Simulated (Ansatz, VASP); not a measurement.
## InSb3: VASP beside Ansatz

```
In Sb
1.0
     4.53937    0.00000    0.00000
     0.00000    4.53937    0.00000
     0.00000    0.00000    5.12495
In Sb
1 3
Direct
  0.00000 0.00000 0.00000
  0.50000 0.00000 0.50000
  0.00000 0.50000 0.50000
  0.50000 0.50000 0.00000
```

Alike in both runs: task single point; functional PBE; k mesh 10 × 10 × 10; occupations gaussian, width 0.15 eV; no spin polarisation.

```csv
,VASP,Ansatz
version,VASP 6.6.1,Ansatz 0.2.0
potentials or method,"VASP PAW PBE potentials, release 64 (In_d, Sb), cutoff 520 eV","scalar-relativistic, plane waves, PAW"
valence electrons in the cell,28,58
```

Ansatz gave:

* gap on the k mesh at the Fermi level (eV): none
* pressure (GPa): 3.2
* traceless stress, the component that is largest in VASP (GPa): -0.07

**Question.** Which values does VASP return?

**Answer.** gap on the k mesh at the Fermi level (eV): none; pressure (GPa): 3.1; traceless stress, the component that is largest in VASP (GPa): -0.07.

A gap of «none» marks a metal or a gap that the smearing closes. The functional is the same, so the differences come from potentials, cutoffs and numerics. VASP's potentials hold 28 valence electrons a cell and Ansatz's 58, so a difference there can come from the potentials and not from the codes.

Spin-orbit coupling is off throughout.
